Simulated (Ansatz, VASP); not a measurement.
**Two plane-wave programs on Pb**

```
CELL_PARAMETERS angstrom
3.39964 0.00000 0.00000
0.00000 3.39964 0.00000
0.00000 0.00000 2.98437
ATOMIC_POSITIONS crystal
Pb 0.50000 0.50000 0.50000
```

Alike in both runs: task relaxation of cell and atoms; functional PBE; k mesh 6 × 6 × 6; occupations gaussian, width 0.1 eV; no spin polarisation.

```csv
,VASP,Ansatz
version,VASP 6.6.1,Ansatz 0.2.0
potentials or method,"VASP PAW PBE potentials, release 64 (Pb_d), cutoff 600 eV","scalar-relativistic, plane waves, PAW"
valence electrons in the cell,14,14
```

|  | VASP | Ansatz | Ansatz less VASP |
| --- | --- | --- | --- |
| gap on the k mesh at the Fermi level, each at its own relaxed structure (eV) | none | none | - |
| relaxed volume (Å³/atom) | 34.37 | 34.54 | +0.166 |
| relaxed length of the cell vector where the two differ most in proportion (Å) | 3.250 | 3.261 | +0.0115 |

A gap of «none» marks a metal or a gap that the smearing closes.

Neither program's run includes spin-orbit coupling.
